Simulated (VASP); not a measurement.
# GaN (zincblende type) (F-43m) in VASP: further runs

The runs below take GaN (zincblende type) through single point, relaxation of cell and atoms, with LDA.

Everything below comes from runs of VASP 6.6.1. Logs are shortened: lines on timing, memory, paths and dates and some standing lists are left out, and cuts for length are marked.

## 1. The cell of the first run

The structure is cubic, space group F-43m (No. 216). The conventional cell has a = 4.455 Å, b = 4.455 Å, c = 4.455 Å, α = 90.00°, β = 90.00°, γ = 90.00°. Ga (site symmetry -43m) has 4 N at 1.93 Å within 2.6 Å. N (site symmetry -43m) has 4 Ga at 1.93 Å within 2.6 Å.

## 2. Single point, LDA

Contents of INCAR:

```
SYSTEM = GaN
PREC = Accurate
ENCUT = 520
EDIFF = 1E-7
ISMEAR = -1
SIGMA = 0.02
LREAL = .FALSE.
LASPH = .TRUE.
NELM = 60
ALGO = Normal
ISIF = 2
LWAVE = .FALSE.
LCHARG = .FALSE.
NBANDS = 16
```

Contents of KPOINTS:

```
Automatic mesh
0
G
  13 13 13
  0 0 0
```

Contents of POSCAR:

```
GaN
1.0
    0.0000000000      2.2275688896      2.2275688896
    2.2275688896      0.0000000000      2.2275688896
    2.2275688896      2.2275688896      0.0000000000
Ga N
1 1
Direct
    0.0000000000      0.0000000000      0.0000000000
    0.2500000000      0.2500000000      0.2500000000
```

Potentials or basis: VASP PAW LDA potentials, release 64 (Ga_d, N).

Command:

```sh
$ cat potpaw_LDA.64/Ga_d/POTCAR potpaw_LDA.64/N/POTCAR > POTCAR
$ mpirun -np 1 vasp_std > vasp.out
```

OUTCAR:

```text
SYSTEM = GaN
   PREC = Accurate
   ENCUT = 520
   EDIFF = 1E-7
   ISMEAR = -1
   LREAL = .FALSE.
   LASPH = .TRUE.
   NELM = 60
   ISIF = 2

 ion  position               nearest neighbor table
   1  0.000  0.000  0.000-   2 1.93   2 1.93   2 1.93   2 1.93
   2  0.250  0.250  0.250-   1 1.93   1 1.93   1 1.93   1 1.93

  LATTYP: Found a face centered cubic cell.
 ALAT       =     4.4551377792

  Lattice vectors:

 A1 = (   0.0000000000,   2.2275688896,   2.2275688896)
 A2 = (   2.2275688896,   0.0000000000,   2.2275688896)
 A3 = (   2.2275688896,   2.2275688896,   0.0000000000)

Analysis of symmetry for initial positions (statically):
=====================================================================
 Subroutine PRICEL returns:
 Original cell was already a primitive cell.

 Routine SETGRP: Setting up the symmetry group for a
 face centered cubic supercell.

 Subroutine GETGRP returns: Found 24 space group operations
 (whereof 24 operations were pure point group operations)
 out of a pool of 48 trial point group operations.

The static configuration has the point symmetry T_d .

Analysis of symmetry for dynamics (positions and initial velocities):
=====================================================================
 Subroutine PRICEL returns:
 Original cell was already a primitive cell.

 Routine SETGRP: Setting up the symmetry group for a
 face centered cubic supercell.

 Subroutine GETGRP returns: Found 24 space group operations
 (whereof 24 operations were pure point group operations)
 out of a pool of 48 trial point group operations.

The dynamic configuration has the point symmetry T_d .

 Subroutine INISYM returns: Found 24 space group operations
 (whereof 24 operations are pure point group operations),
 and found     1 'primitive' translations

----------------------------------------------------------------------------------------

                                     Primitive cell

  volume of cell :      22.1067

  direct lattice vectors                    reciprocal lattice vectors
     0.000000000  2.227568890  2.227568890    -0.224459949  0.224459949  0.224459949
     2.227568890  0.000000000  2.227568890     0.224459949 -0.224459949  0.224459949
     2.227568890  2.227568890  0.000000000     0.224459949  0.224459949 -0.224459949

  length of vectors
     3.150258135  3.150258135  3.150258135     0.388776036  0.388776036  0.388776036

  position of ions in fractional coordinates (direct lattice)
     0.000000000  0.000000000  0.000000000
     0.250000000  0.250000000  0.250000000

  ion indices of the primitive-cell ions
   primitive index   ion index
                 1           1
                 2           2

----------------------------------------------------------------------------------------

 KPOINTS: Automatic mesh

Automatic generation of k-mesh.
 Grid dimensions read from file:
 generate k-points for:   13   13   13

 Generating k-lattice:

  Cartesian coordinates                     Fractional coordinates (reciprocal lattice)
    -0.017266150  0.017266150  0.017266150     0.076923077  0.000000000  0.000000000
     0.017266150 -0.017266150  0.017266150     0.000000000  0.076923077  0.000000000
     0.017266150  0.017266150 -0.017266150     0.000000000  0.000000000  0.076923077

  Length of vectors
     0.029905849  0.029905849  0.029905849

  Shift w.r.t. Gamma in fractional coordinates (k-lattice)
     0.000000000  0.000000000  0.000000000

 Subroutine IBZKPT returns following result:
 ===========================================

 Found     84 irreducible k-points:

 Following reciprocal coordinates:
            Coordinates               Weight
  0.000000  0.000000  0.000000      1.000000
  0.076923  0.000000  0.000000      8.000000
  0.153846  0.000000  0.000000      8.000000
  0.230769  0.000000  0.000000      8.000000
  0.307692  0.000000  0.000000      8.000000
  0.384615  0.000000  0.000000      8.000000
[... 16 lines left out ...]
  0.384615  0.153846  0.000000     24.000000
  0.461538  0.153846  0.000000     24.000000
 [... further k-points ...]
   k-points           NKPTS =     84   k-points in BZ     NKDIM =     84   number of bands    NBANDS=     16
   number of dos      NEDOS =    301   number of ions     NIONS =      2
   total plane-waves  NPLWV =  13824
   dimension x,y,z NGX =    24 NGY =   24 NGZ =   24
   dimension x,y,z NGXF=    48 NGYF=   48 NGZF=   48
   ions per type =               1   1
   NGX,Y,Z   is equivalent  to a cutoff of  12.67, 12.67, 12.67 a.u.
   NGXF,Y,Z  is equivalent  to a cutoff of  25.33, 25.33, 25.33 a.u.
 SYSTEM =  GaN
   PREC   = accura    normal or accurate (medium, high low for compatibility)
   ISTART =      0    job   : 0-new  1-cont  2-samecut
   ICHARG =      2    charge: 1-file 2-atom 10-const
   ISPIN  =      1    spin polarized calculation?
   LNONCOLLINEAR =      F non collinear calculations
   LSORBIT =      F    spin-orbit coupling
   LASPH  =      T    aspherical Exc in radial PAW
   ENCUT  =  520.0 eV  38.22 Ry    6.18 a.u.   5.86  5.86  5.86*2*pi/ulx,y,z
   NELM   =     60;   NELMIN=  2; NELMDL= -5     # of ELM steps
   EDIFF  = 0.1E-06   stopping-criterion for ELM
   LREAL  =      F    real-space projection
   EDIFFG = 0.1E-05   stopping-criterion for IOM
   NSW    =      0    number of steps for IOM
   IBRION =     -1    ionic relax: 0-MD 1-quasi-New 2-CG
   NFREE  =      0    steps in history (QN), initial steepest desc. (CG)
   ISIF   =      2    stress and relaxation
   ISYM   =      2    0-nonsym 1-usesym 2-fastsym
   POTIM  = 0.5000    time-step for ionic-motion
   TEBEG  =    0.0;   TEEND  =   0.0 temperature during run
   PSTRESS=    0.0 pullay stress
   NELECT =      18.0000    total number of electrons
   NUPDOWN=      -1.0000    fix difference up-down
   EMIN   =  10.00;   EMAX   =-10.00  energy-range for DOS
   EFERMI =   0.00;   METHOD = LEGACY
   ISMEAR =    -1;   SIGMA  =   0.02  broadening in eV -4-tet -1-fermi 0-gaus
   EFERMI_NEDOS =   21; number of points for ismear=-14 and -15
   IALGO  =     38    algorithm
   IMIX   =      4    mixing-type and parameters
     AMIX     =   0.40;   BMIX     =  1.00
     AMIX_MAG =   1.60;   BMIX_MAG =  1.00
  volume/ion in A,a.u.               =      11.05        74.59
  Fermi-wavevector in a.u.,A,eV,Ry     =   1.528708  2.888839 31.796108  2.336948
  Thomas-Fermi vector in A             =   2.636429
   LORBIT       =      0    0 simple, 1 ext, 2 COOP (PROOUT), +10 PAW based schemes
   GGA     = CA    functional components
   LHFCALC =     F    Hartree Fock is set to
   AEXX    =    0.0000 exact exchange contribution
   IVDW    =     0    specifies the selected vdW correction
   LEPSILON=     F    determine dielectric tensor
   LRPA    =     F    only Hartree local field effects (RPA)
 non-spin polarized calculation
  energy-cutoff  :      520.00
  volume of cell :       22.11
 maximum number of plane-waves:       609
   NGX = 11   NGY = 11   NGZ = 11

 number of electron      18.0000015 magnetization

 Free energy of the ion-electron system (eV)
  ---------------------------------------------------
  ext. energy  EPLUGINS =         0.00000000
  ---------------------------------------------------
  free energy    TOTEN  =       -13.94381719 eV

  energy without entropy =      -13.94381719  energy(sigma->0) =      -13.94381719

 E-fermi :   5.8298     XC(G=0): -12.3047

 val. band max:        5.4212078355   @ k =   0.0000   0.0000   0.0000
 cond. band min:       7.3944616399   @ k =   0.0000   0.0000   0.0000
 fundamental gap:      1.9732538043
 Fermi energy:         5.8297518781

 k-point     1 :       0.0000    0.0000    0.0000
  band No.  band energies     occupation
      1     -10.6881      2.00000
      2      -8.1693      2.00000
      3      -8.1693      2.00000
      4      -8.1693      2.00000
      5      -7.8148      2.00000
      6      -7.8148      2.00000
[... 8 lines left out ...]
     15      24.3653      0.00000
     16      24.3653      0.00000

 k-point     2 :       0.0769    0.0000    0.0000
  band No.  band energies     occupation
      1     -10.6161      2.00000
      2      -8.1602      2.00000
      3      -8.1602      2.00000
      4      -8.1480      2.00000
      5      -7.8159      2.00000
      6      -7.8159      2.00000
[... 8 lines left out ...]
     15      23.4049      0.00000
     16      23.4049      0.00000

 k-point     3 :       0.1538    0.0000    0.0000
  band No.  band energies     occupation
      1     -10.4199      2.00000
      2      -8.1366      2.00000
      3      -8.1366      2.00000
      4      -8.0655      2.00000
      5      -7.8169      2.00000
      6      -7.8169      2.00000
[... 8 lines left out ...]
     15      22.5202      0.00000
     16      22.5202      0.00000

 k-point     4 :       0.2308    0.0000    0.0000
  band No.  band energies     occupation
      1     -10.1608      2.00000
      2      -8.1084      2.00000
      3      -8.1084      2.00000
      4      -7.8683      2.00000
      5      -7.8125      2.00000
      6      -7.8125      2.00000
[... 8 lines left out ...]
     15      22.3255      0.00000
     16      22.3255      0.00000

 k-point     5 :       0.3077    0.0000    0.0000
  band No.  band energies     occupation
      1      -9.9285      2.00000
      2      -8.0870      2.00000
      3      -8.0870      2.00000
      4      -7.7985      2.00000
      5      -7.7985      2.00000
      6      -7.4942      2.00000
[... 8 lines left out ...]
     15      22.9048      0.00000
     16      22.9048      0.00000

 k-point     6 :       0.3846    0.0000    0.0000
  band No.  band energies     occupation
      1      -9.7824      2.00000
      2      -8.0765      2.00000
      3      -8.0765      2.00000
      4      -7.7790      2.00000
      5      -7.7790      2.00000
      6      -6.9663      2.00000
[... 8 lines left out ...]
     15      24.0164      0.00000
     16      24.0164      0.00000

 k-point     7 :       0.4615    0.0000    0.0000
  band No.  band energies     occupation
      1      -9.7194      2.00000
      2      -8.0734      2.00000
      3      -8.0734      2.00000
      4      -7.7648      2.00000
      5      -7.7648      2.00000
      6      -6.5099      2.00000
[... 8 lines left out ...]
     15      25.1008      0.00000
     16      25.1008      0.00000

 k-point     8 :       0.0769    0.0769    0.0000
  band No.  band energies     occupation
      1     -10.5922      2.00000
      2      -8.1524      2.00000
      3      -8.1524      2.00000
      4      -8.1506      2.00000
      5      -7.8223      2.00000
      6      -7.8100      2.00000
[... 8 lines left out ...]
     15      24.1582      0.00000
     16      24.7944      0.00000

 k-point     9 :       0.1538    0.0769    0.0000
  band No.  band energies     occupation
      1     -10.4379      2.00000
      2      -8.1381      2.00000
      3      -8.1289      2.00000
      4      -8.0899      2.00000
      5      -7.8274      2.00000
      6      -7.8056      2.00000
[... 8 lines left out ...]
     15      24.0372      0.00000
     16      24.1367      0.00000
[... 172 lines left out ...]
 k-point    19 :      -0.0769    0.0769    0.0000
  band No.  band energies     occupation
      1     -10.5027      2.00000
      2      -8.1494      2.00000
      3      -8.1408      2.00000
      4      -8.1090      2.00000
      5      -7.8236      2.00000
      6      -7.8098      2.00000
[... 8 lines left out ...]
     15      22.3601      0.00000
     16      24.3194      0.00000

 k-point    20 :       0.1538    0.1538    0.0000
  band No.  band energies     occupation
      1     -10.3336      2.00000
      2      -8.1040      2.00000
      3      -8.1040      2.00000
      4      -8.0814      2.00000
      5      -7.8307      2.00000
      6      -7.7965      2.00000
[... 8 lines left out ...]
     15      26.0474      0.00000
     16      26.0481      0.00000

 k-point    21 :       0.2308    0.1538    0.0000
  band No.  band energies     occupation
      1     -10.1414      2.00000
      2      -8.0873      2.00000
      3      -8.0710      2.00000
      4      -7.9884      2.00000
      5      -7.7929      2.00000
      6      -7.7876      2.00000
[... 8 lines left out ...]
     15      25.3992      0.00000
     16      25.5243      0.00000

 k-point    22 :       0.3077    0.1538    0.0000
  band No.  band energies     occupation
      1      -9.9304      2.00000
      2      -8.0731      2.00000
      3      -8.0420      2.00000
      4      -7.9172      2.00000
      5      -7.7761      2.00000
      6      -7.5691      2.00000
[... 8 lines left out ...]
     15      24.8460      0.00000
     16      25.3202      0.00000

 k-point    23 :       0.3846    0.1538    0.0000
  band No.  band energies     occupation
      1      -9.7694      2.00000
      2      -8.0655      2.00000
      3      -8.0250      2.00000
      4      -7.8821      2.00000
      5      -7.7636      2.00000
      6      -7.1205      2.00000
[... 8 lines left out ...]
     15      24.5452      0.00000
     16      25.7689      0.00000

 k-point    24 :       0.4615    0.1538    0.0000
  band No.  band energies     occupation
      1      -9.6807      2.00000
      2      -8.0655      2.00000
      3      -8.0196      2.00000
      4      -7.8468      2.00000
      5      -7.7579      2.00000
      6      -6.5865      2.00000
[... 8 lines left out ...]
     15      24.6194      0.00000
     16      26.1229      0.00000

 [... further k-points ...]

------------------------ aborting loop because EDIFF is reached ----------------------------------------

  FORCE on cell =-STRESS in cart. coord.  units (eV):
  Direction    XX          YY          ZZ          XY          YZ          ZX
  --------------------------------------------------------------------------------------
  -------------------------------------------------------------------------------------
  Total        0.1587565      0.1587565      0.1587565      0.0000000      0.0000000     -0.0000000
  in kB       11.5058477     11.5058477     11.5058477      0.0000000      0.0000000     -0.0000000
  external PRESSURE =      11.5058477 kB  Pullay stress =       0.0000000 kB

 VOLUME and BASIS-vectors are now :
 -----------------------------------------------------------------------------
  energy-cutoff  :      520.00
  volume of cell :       22.11
      direct lattice vectors                 reciprocal lattice vectors
     0.000000000  2.227568890  2.227568890    -0.224459949  0.224459949  0.224459949
     2.227568890  0.000000000  2.227568890     0.224459949 -0.224459949  0.224459949
     2.227568890  2.227568890  0.000000000     0.224459949  0.224459949 -0.224459949

 POSITION                                       TOTAL-FORCE (eV/Angst)
 -----------------------------------------------------------------------------------
      0.00000      0.00000      0.00000        -0.000000      0.000000     -0.000000
      1.11378      1.11378      1.11378         0.000000     -0.000000      0.000000
 -----------------------------------------------------------------------------------
    total drift:                                0.000002      0.000002      0.000002

  FREE ENERGIE OF THE ION-ELECTRON SYSTEM (eV)
  ---------------------------------------------------
  free  energy   TOTEN  =       -13.9438171887 eV

  energy  without entropy=      -13.9438171887  energy(sigma->0) =      -13.94381719
```

It took 41 s on 1 thread of Intel Xeon 8259CL, shared host; peak memory 0.14 GiB.

What came out:

| Property | Result |
| --- | --- |
| Free energy | -13.9438 eV |
| Pressure | 1.2 GPa |
| Band gap on the k mesh | 1.97 eV |

## 3. Single point, LDA

This run uses another cell than the first one: it holds 4 atoms, not 2.

Contents of INCAR:

```
PREC = Accurate ; ENCUT = 520
EDIFF = 1E-6 ; ISMEAR = -1
SIGMA = 0.02 ; LREAL = F
LASPH = T ; NELM = 100
ALGO = Normal ; ISIF = 2
LWAVE = F ; LCHARG = T
LELF = T ; LVHAR = T
NBANDS = 26
```

Contents of KPOINTS:

```
regular mesh
0
Gamma
  8 6 8
```

Contents of POSCAR:

```
GaN
1.0
   -2.2275688896      2.2275688896      0.0000000000
    0.0000000000      0.0000000000      4.4551377792
    2.2275688896      2.2275688896      0.0000000000
Ga N
2 2
Direct
    0.0000000000      0.0000000000      0.0000000000
    0.5000000000      0.5000000000      0.5000000000
    0.0000000000      0.2500000000      0.5000000000
    0.5000000000      0.7500000000      0.0000000000
```

Potentials or basis: VASP PAW LDA potentials, release 64 (Ga_d, N).

Command:

```sh
$ cat potpaw_LDA.64/Ga_d/POTCAR potpaw_LDA.64/N/POTCAR > POTCAR
$ mpirun -np 1 vasp_std > vasp.out
```

Wall time 98 s (1 thread of Intel Xeon 8259CL, shared host); peak memory 0.18 GiB.

Results (log left out):

```yaml
Free_energy: -27.8873 eV
Pressure: 1.2 GPa
Band_gap_on_the_k_mesh: 1.97 eV
```

Levels at points of the mesh, in eV from the valence-band top:
```csv
k point,band 16,band 17,band 18,band 19,band 20,band 21
"(0.00, 0.00, 0.00)",0.00,0.00,0.00,1.97,3.26,6.69
"(0.50, 0.00, 0.00)",-3.44,-1.09,-1.09,6.66,6.66,7.49
"(0.00, 0.50, 0.00)",-1.57,-1.57,-1.57,4.64,4.64,7.45
"(0.50, 0.50, 0.00)",-1.02,-1.02,-1.02,4.78,4.78,8.77
"(0.50, 0.00, 0.50)",-2.86,-2.86,-2.86,3.26,3.26,6.69
"(0.50, 0.50, 0.50)",-3.90,-3.87,-3.87,6.18,6.18,8.59
```

## 4. Single point, LDA

This run uses another cell than the first one: it holds 4 atoms, not 2.

Contents of INCAR:

```
ALGO     = Normal         # electronic algorithm
EDIFF    = 1E-6           # SCF threshold, eV
ENCUT    = 520            # plane-wave cutoff, eV
GGA      = CA             # functional
ISIF     = 2              # what is computed and relaxed
ISMEAR   = -1             # smearing method
LASPH    = T              # aspherical terms in the spheres
LCHARG   = T              # write CHGCAR
LELF     = T              # ELF
LREAL    = F              # projectors in reciprocal space
LVHAR    = T            
LWAVE    = F              # write WAVECAR
NBANDS   = 26             # bands
NELM     = 60             # most SCF steps
PREC     = Accurate       # precision mode
SIGMA    = 0.02           # smearing width, eV
```

Contents of KPOINTS:

```
k-points
0
Gamma
  8 6 8
```

POSCAR is that of step 3.

Command:

```sh
$ cat potpaw_LDA.64/Ga_d/POTCAR potpaw_LDA.64/N/POTCAR > POTCAR
$ mpirun -np 1 vasp_std > vasp.out
```

Wall time 99 s (1 thread of Intel Xeon 8259CL, shared host); peak memory 0.18 GiB.

Results (log left out):

```yaml
Free_energy: -27.8873 eV
Pressure: 1.2 GPa
Band_gap_on_the_k_mesh: 1.97 eV
```

Levels at points of the mesh, in eV from the valence-band top:
| k point | band 14 | band 15 | band 16 | band 17 | band 18 | band 19 | band 20 | band 21 | band 22 | band 23 |
| --- | --- | --- | --- | --- | --- | --- | --- | --- | --- | --- |
| (0.00, 0.00, 0.00) | -2.86 | -2.86 | 0.00 | 0.00 | 0.00 | 1.97 | 3.26 | 6.69 | 10.33 | 10.33 |
| (0.50, 0.00, 0.00) | -5.46 | -3.44 | -3.44 | -1.09 | -1.09 | 6.66 | 6.66 | 7.49 | 7.49 | 9.54 |
| (0.00, 0.50, 0.00) | -3.43 | -1.57 | -1.57 | -1.57 | -1.57 | 4.64 | 4.64 | 7.45 | 7.45 | 11.58 |
| (0.50, 0.50, 0.00) | -7.35 | -1.02 | -1.02 | -1.02 | -1.02 | 4.78 | 4.78 | 8.77 | 8.77 | 10.38 |
| (0.50, 0.00, 0.50) | -6.35 | -2.86 | -2.86 | -2.86 | -2.86 | 3.26 | 3.26 | 6.69 | 6.69 | 11.75 |
| (0.50, 0.50, 0.50) | -5.91 | -3.90 | -3.90 | -3.87 | -3.87 | 6.18 | 6.18 | 8.59 | 8.59 | 10.42 |

[end of part 1 of 2]
